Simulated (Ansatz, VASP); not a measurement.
**Ge in VASP and in Ansatz**

File INCAR:

```
SYSTEM = Ge
PREC = Accurate ; ENCUT = 520
EDIFF = 1E-7 ; ISMEAR = 0
SIGMA = 0.15 ; LREAL = .FALSE.
LASPH = .TRUE. ; NELM = 100
ALGO = Fast ; ISIF = 2
LWAVE = .FALSE. ; LCHARG = .FALSE.
NBANDS = 66
```

KPOINTS

```
regular mesh
0
G
  9 9 9
  0 0 0
```

Contents of POSCAR:

```
Ge
1.0
    4.8800810720      2.8175161206      1.8896000000
   -4.8800810720      2.8175161206      1.8896000000
    0.0000000000     -5.6350322412      1.8896000000
Ge
8
Direct
    0.7160372198      0.7160372198      0.7160372198
    0.2839627802      0.2839627802      0.2839627802
    0.0289443365      0.7253625346      0.5322921793
    0.5322921793      0.0289443365      0.7253625346
    0.7253625346      0.5322921793      0.0289443365
    0.9710556635      0.2746374654      0.4677078207
    0.4677078207      0.9710556635      0.2746374654
    0.2746374654      0.4677078207      0.9710556635
```

Input for Ansatz:

```yaml
crystal:
  lattice:
    - [4.880081072, 2.8175161206, 1.8896]
    - [-4.880081072, 2.8175161206, 1.8896]
    - [0.0, -5.6350322412, 1.8896]
  atoms:
    - { symbol: Ge, position: [0.7160372198, 0.7160372198, 0.7160372198] }
    - { symbol: Ge, position: [0.2839627802, 0.2839627802, 0.2839627802] }
    - { symbol: Ge, position: [0.0289443365, 0.7253625346, 0.5322921793] }
    - { symbol: Ge, position: [0.5322921793, 0.0289443365, 0.7253625346] }
    - { symbol: Ge, position: [0.7253625346, 0.5322921793, 0.0289443365] }
    - { symbol: Ge, position: [0.9710556635, 0.2746374654, 0.4677078207] }
    - { symbol: Ge, position: [0.4677078207, 0.9710556635, 0.2746374654] }
    - { symbol: Ge, position: [0.2746374654, 0.4677078207, 0.9710556635] }
basis:
  ecutwfc: 420
kpoints:
  mp_grid: { grid: [9, 9, 9] }
hamiltonian:
  xc: lda
  pseudopotentials: { kind: paw, azcp: { folder: soft_1 } }
scf:
  occupations: { method: gaussian, width: 0.15 }
output:
  forces: true
  stress: true
  eigenvalues: true
```

Alike in both runs: task single point; functional LDA; k mesh 9 × 9 × 9; occupations gaussian, width 0.15 eV; no spin polarisation.

|  | VASP | Ansatz |
| --- | --- | --- |
| version | VASP 6.6.1 | Ansatz 0.2.0 |
| potentials or method | VASP PAW LDA potentials, release 64 (Ge_d), cutoff 520 eV | scalar-relativistic, plane waves, PAW |
| valence electrons in the cell | 112 | 112 |

Ansatz gave:

- gap on the k mesh at the Fermi level (eV): none
- pressure (GPa): 2.1
- traceless stress, the component that is largest in VASP (GPa): 2.53
- rms of the force components (eV/Å): 0.127

Q: Which values does VASP return?

A: gap on the k mesh at the Fermi level (eV): none; pressure (GPa): 2.2; traceless stress, the component that is largest in VASP (GPa): 2.54; rms of the force components (eV/Å): 0.131.

Ansatz warns that its potentials were made for another functional, while VASP's fit it. LDA's correlation is that of Perdew and Zunger in VASP and of Perdew and Wang (1992) in Ansatz. Atom by atom the forces differ by 0.005 eV/Å (rms over components). A gap of «none» marks a metal or a gap that the smearing closes.
